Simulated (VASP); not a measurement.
Input of a VASP 6.6.1 run:

The input INCAR:

```
ALGO = Normal ; EDIFF = 1E-6
ENCUT = 520 ; GGA = PE
ISIF = 2 ; ISMEAR = -1
LASPH = True ; LCHARG = False
LREAL = False ; LWAVE = False
NBANDS = 20 ; NELM = 60
PREC = Accurate ; SIGMA = 0.05
```

Contents of KPOINTS:

```
k-points
0
Gamma
  12 12 7
```

The input POSCAR:

```
AlCo
1.0
    2.3515919538      0.0000000000      0.0000000000
   -1.1757959769      2.0365383714      0.0000000000
    0.0000000000      0.0000000000      6.8398599313
Co Al
2 2
Direct
    0.0000000000      0.0000000000      0.0000000000
    0.0000000000      0.0000000000      0.5000000000
    0.3333333333      0.6666666667      0.2500000000
    0.6666666667      0.3333333333      0.7500000000
```

Potentials or basis: VASP PAW PBE potentials, release 64 (Co, Al).

Launch:

```console
$ cat potpaw_PBE.64/Co/POTCAR potpaw_PBE.64/Al/POTCAR > POTCAR
$ mpirun -np 1 vasp_std > vasp.out
```

**Question.** Estimate the pressure.

**Answer.** 150.0 GPa.

**Question.** What does it give for the band gap on the k mesh?

**Answer.** Zero (band 12 reaches 17.31 eV, above the bottom of band 13 at 14.77 eV).

Stress tensor (GPa, compression positive):
```
150.03   0.00   0.00
  0.00 150.03   0.00
  0.00   0.00 149.82
```

Spin polarisation is off, so any magnetic state and its effect on volume and gap are missing.
